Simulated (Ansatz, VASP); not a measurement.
# One calculation of Ag, two programs

The input INCAR:

```
PREC     = Accurate       # precision mode
ENCUT    = 520            # plane-wave cutoff, eV
EDIFF    = 1E-6           # SCF threshold, eV
ISMEAR   = 0              # smearing method
SIGMA    = 0.15           # smearing width, eV
LREAL    = F              # projectors in reciprocal space
LASPH    = T              # aspherical terms in the spheres
NELM     = 100            # most SCF steps
ALGO     = Fast           # electronic algorithm
ISIF     = 2              # what is computed and relaxed
LWAVE    = F              # write WAVECAR
LCHARG   = F              # write CHGCAR
GGA      = PS             # functional
NBANDS   = 18             # bands
```

KPOINTS

```
Automatic mesh
0
Gamma
  18 18 10
```

Contents of POSCAR:

```
Ag
1.0
    2.9299980804      0.0000000000      0.0000000000
   -1.4649990402      2.5374527707      0.0000000000
    0.0000000000      0.0000000000      4.7900000000
Ag
2
Direct
    0.2742189326      0.5484378651      0.2500000000
    0.6666666667      0.3333333333      0.7500000000
```

Input for Ansatz:

```yaml
crystal:
  lattice:
    - [2.9299980804, 0.0, 0.0]
    - [-1.4649990402, 2.5374527707, 0.0]
    - [0.0, 0.0, 4.79]
  atoms:
    - { symbol: Ag, position: [0.2742189326, 0.5484378651, 0.25] }
    - { symbol: Ag, position: [0.6666666667, 0.3333333333, 0.75] }
basis:
  ecutwfc: 420
kpoints:
  mp_grid: { grid: [18, 18, 10] }
hamiltonian:
  xc: pbesol
scf:
  occupations: { method: gaussian, width: 0.15 }
output:
  forces: true
  stress: true
  eigenvalues: true
```

Alike in both runs: task single point; functional PBEsol; k mesh 18 × 18 × 10; occupations gaussian, width 0.15 eV; no spin polarisation.

|  | VASP | Ansatz |
| --- | --- | --- |
| version | VASP 6.6.1 | Ansatz 0.2.0 |
| potentials or method | VASP PAW PBE potentials, release 64 (Ag), cutoff 520 eV | scalar-relativistic, plane waves, PAW |
| valence electrons in the cell | 22 | 38 |

VASP gave:

- gap on the k mesh at the Fermi level (eV): none
- pressure (GPa): -6.1
- traceless stress, the component that is largest in VASP (GPa): -1.80
- rms of the force components (eV/Å): 0.076

Which values does Ansatz return?

gap on the k mesh at the Fermi level (eV): none; pressure (GPa): -5.9; traceless stress, the component that is largest in VASP (GPa): -1.81; rms of the force components (eV/Å): 0.077.

VASP's potentials were made for PBE, not for PBEsol. Atom by atom the forces differ by 0.001 eV/Å (rms over components). A gap of «none» marks a metal or a gap that the smearing closes. VASP's potentials hold 22 valence electrons a cell and Ansatz's 38, so a difference there can come from the potentials and not from the codes.
